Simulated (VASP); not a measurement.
# Ag (P6_3/mmc) in VASP: single point with PBE

Aim: the single point of Ag with PBE.

All numbers are computed with VASP 6.6.1; they aren't measurements. Logs are shortened: lines on timing, memory, paths and dates and some standing lists are left out, and cuts for length are marked.

## Step 1: The cell of the first run

Symmetry: P6_3/mmc, No. 194, hexagonal system. The conventional cell has a = 3.037 Å, b = 3.037 Å, c = 4.753 Å, α = 90.00°, β = 90.00°, γ = 120.00°. Ag (site symmetry -6m2) has 12 Ag at 2.95 to 3.04 Å within 3.9 Å.

## Step 2: Single point, PBE

Input file INCAR:

```
SYSTEM = Ag
PREC     = Accurate       ! precision mode
ENCUT    = 520            ! plane-wave cutoff, eV
EDIFF    = 1E-6           ! SCF threshold, eV
ISMEAR   = 1              ! smearing method
SIGMA    = 0.0299         ! smearing width, eV
LREAL    = .False.        ! projectors in reciprocal space
LASPH    = .True.         ! aspherical terms in the spheres
NELM     = 60             ! most SCF steps
ALGO     = Normal         ! electronic algorithm
ISIF     = 2              ! what is computed and relaxed
LWAVE    = .False.        ! write WAVECAR
LCHARG   = .False.        ! write CHGCAR
GGA      = PE             ! functional
NBANDS   = 18             ! bands
```

Input file KPOINTS:

```
regular mesh
0
Gamma
  10 10 6
  0 0 0
```

Input file POSCAR:

```
Ag
1.0
    1.5183100000      2.6297870000      0.0000000000
   -1.5183100000      2.6297870000      0.0000000000
    0.0000000000      0.0000000000      4.7529300000
Ag
2
Direct
    0.3333300000      0.3333400000      0.2500000000
    0.6666600000      0.6666700000      0.7500000000
```

Potentials or basis: VASP PAW PBE potentials, release 64 (Ag).

On the command line:

```console
$ cat potpaw_PBE.64/Ag/POTCAR > POTCAR
$ mpirun -np 1 vasp_std > vasp.out
```

OUTCAR:

```text
SYSTEM = Ag
   PREC = Accurate
   ENCUT = 520
   EDIFF = 1E-6
   ISMEAR = 1
   LREAL = .False.
   LASPH = .True.
   NELM = 60
   ISIF = 2
   GGA = PE

 ion  position               nearest neighbor table
   1  0.333  0.333  0.250-   2 2.95   2 2.95   2 2.95   2 2.95   2 2.95   2 2.95
   2  0.667  0.667  0.750-   1 2.95   1 2.95   1 2.95   1 2.95   1 2.95   1 2.95

  LATTYP: Found a hexagonal cell.
 ALAT       =     3.0366173485
 C/A-ratio  =     1.5652054423

  Lattice vectors:

 A1 = (   1.5183100000,  -2.6297870000,   0.0000000000)
 A2 = (   1.5183100000,   2.6297870000,   0.0000000000)
 A3 = (   0.0000000000,   0.0000000000,   4.7529300000)

Analysis of symmetry for initial positions (statically):
=====================================================================
 Subroutine PRICEL returns:
 Original cell was already a primitive cell.

 Routine SETGRP: Setting up the symmetry group for a
 hexagonal supercell.

 Subroutine GETGRP returns: Found  8 space group operations
 (whereof  2 operations were pure point group operations)
 out of a pool of 24 trial point group operations.

The static configuration has the point symmetry C_2 .
 The point group associated with its full space group is D_2h.

Analysis of symmetry for dynamics (positions and initial velocities):
=====================================================================
 Subroutine PRICEL returns:
 Original cell was already a primitive cell.

 Routine SETGRP: Setting up the symmetry group for a
 hexagonal supercell.

 Subroutine GETGRP returns: Found  8 space group operations
 (whereof  2 operations were pure point group operations)
 out of a pool of 24 trial point group operations.

The dynamic configuration has the point symmetry C_2 .
 The point group associated with its full space group is D_2h.

 Subroutine INISYM returns: Found  8 space group operations
 (whereof  2 operations are pure point group operations),
 and found     1 'primitive' translations

----------------------------------------------------------------------------------------

                                     Primitive cell

  volume of cell :      37.9553

  direct lattice vectors                    reciprocal lattice vectors
     1.518310000  2.629787000  0.000000000     0.329313513  0.190129467  0.000000000
    -1.518310000  2.629787000  0.000000000    -0.329313513  0.190129467  0.000000000
     0.000000000  0.000000000  4.752930000     0.000000000  0.000000000  0.210396534

  length of vectors
     3.036617349  3.036617349  4.752930000     0.380258601  0.380258601  0.210396534

  position of ions in fractional coordinates (direct lattice)
     0.333330000  0.333340000  0.250000000
[... 75 lines left out ...]
   LASPH  =      T    aspherical Exc in radial PAW
   ENCUT  =  520.0 eV  38.22 Ry    6.18 a.u.   5.65  5.65  8.84*2*pi/ulx,y,z
   NELM   =     60;   NELMIN=  2; NELMDL= -5     # of ELM steps
   EDIFF  = 0.1E-05   stopping-criterion for ELM
   LREAL  =      F    real-space projection
   EDIFFG = 0.1E-04   stopping-criterion for IOM
   NSW    =      0    number of steps for IOM
   IBRION =     -1    ionic relax: 0-MD 1-quasi-New 2-CG
   NFREE  =      0    steps in history (QN), initial steepest desc. (CG)
   ISIF   =      2    stress and relaxation
   ISYM   =      2    0-nonsym 1-usesym 2-fastsym
   POTIM  = 0.5000    time-step for ionic-motion
   TEBEG  =    0.0;   TEEND  =   0.0 temperature during run
   PSTRESS=    0.0 pullay stress
   NELECT =      22.0000    total number of electrons
   NUPDOWN=      -1.0000    fix difference up-down
   EMIN   =  10.00;   EMAX   =-10.00  energy-range for DOS
   EFERMI =   0.00;   METHOD = LEGACY
   ISMEAR =     1;   SIGMA  =   0.03  broadening in eV -4-tet -1-fermi 0-gaus
   EFERMI_NEDOS =   21; number of points for ismear=-14 and -15
   IALGO  =     38    algorithm
   IMIX   =      4    mixing-type and parameters
     AMIX     =   0.40;   BMIX     =  1.00
     AMIX_MAG =   1.60;   BMIX_MAG =  1.00
  volume/ion in A,a.u.               =      18.98       128.07
  Fermi-wavevector in a.u.,A,eV,Ry     =   1.364976  2.579430 25.349812  1.863159
  Thomas-Fermi vector in A             =   2.491244
   LORBIT       =      0    0 simple, 1 ext, 2 COOP (PROOUT), +10 PAW based schemes
   GGA     = PE    functional components
   LHFCALC =     F    Hartree Fock is set to
   AEXX    =    0.0000 exact exchange contribution
   IVDW    =     0    specifies the selected vdW correction
   LEPSILON=     F    determine dielectric tensor
   LRPA    =     F    only Hartree local field effects (RPA)
 non-spin polarized calculation
 Methfessel and Paxton  Order N= 1 SIGMA  =   0.03
  energy-cutoff  :      520.00
  volume of cell :       37.96
 maximum number of plane-waves:      1049
   NGX = 11   NGY = 11   NGZ = 17

 number of electron      21.9999997 magnetization

 Free energy of the ion-electron system (eV)
  ---------------------------------------------------
  ext. energy  EPLUGINS =         0.00000000
  ---------------------------------------------------
  free energy    TOTEN  =        -5.38111216 eV

  energy without entropy =       -5.38080227  energy(sigma->0) =       -5.38100886

 E-fermi :   6.9419     XC(G=0): -11.5781

 val. band max:        6.9278658114   @ k =   0.5000   0.2000   0.3333
 cond. band min:       6.9462285526   @ k =   0.3000  -0.0000   0.3333
 fundamental gap:      0.0183627412
 Fermi energy:         6.9418821278

 k-point     1 :       0.0000    0.0000    0.0000
  band No.  band energies     occupation
      1       0.0137      2.00000
      2       1.2843      2.00000
      3       2.6708      2.00000
      4       2.6708      2.00000
      5       2.7333      2.00000
      6       2.8976      2.00000
[... 481 lines left out ...]
      5       2.5129      2.00000
      6       2.9446      2.00000
[... 10 lines left out ...]
     17      20.9819      0.00000
     18      21.0271      0.00000

 [... further k-points ...]
[... 5 lines left out ...]
  --------------------------------------------------------------------------------------
  -------------------------------------------------------------------------------------
  Total       -1.1615370     -1.1614894     -0.6778807      0.0000000      0.0000000      0.0000000
  in kB      -49.0310500    -49.0290403    -28.6148441      0.0000000      0.0000000      0.0000000
  external PRESSURE =     -42.2249781 kB  Pullay stress =       0.0000000 kB

 VOLUME and BASIS-vectors are now :
 -----------------------------------------------------------------------------
  energy-cutoff  :      520.00
  volume of cell :       37.96
      direct lattice vectors                 reciprocal lattice vectors
     1.518310000  2.629787000  0.000000000     0.329313513  0.190129467  0.000000000
    -1.518310000  2.629787000  0.000000000    -0.329313513  0.190129467  0.000000000
     0.000000000  0.000000000  4.752930000     0.000000000  0.000000000  0.210396534

 POSITION                                       TOTAL-FORCE (eV/Angst)
 -----------------------------------------------------------------------------------
     -0.00002      1.75320      1.18823         0.000000     -0.000015     -0.000000
     -0.00002      3.50637      3.56470         0.000000      0.000015      0.000000
 -----------------------------------------------------------------------------------
    total drift:                                0.000000     -0.000000     -0.000000

  FREE ENERGIE OF THE ION-ELECTRON SYSTEM (eV)
  ---------------------------------------------------
  free  energy   TOTEN  =        -5.3811121610 eV

  energy  without entropy=       -5.3808022664  energy(sigma->0) =       -5.38100886
```

stdout:

```text
POSCAR found type information on POSCAR Ag
 POSCAR found :  1 types and       2 ions
 scaLAPACK will be used
 LDA part: xc-table for (Slater+PW92), standard interpolation
 POSCAR, INCAR and KPOINTS ok, starting setup
 FFT: planning ... GRIDC
 FFT: planning ... GRID_SOFT
 FFT: planning ... GRID
 WAVECAR not read
 entering main loop
```

Run time: 18 s. Hardware: 1 thread of Intel Xeon 6975P-C (Granite Rapids), shared host; peak memory 0.2 GiB.

Results:

* Free energy: -5.3811 eV
* Pressure: -4.2 GPa
* Band gap on the k mesh: zero (band 11 reaches 9.82 eV, above the bottom of band 12 at 3.74 eV)
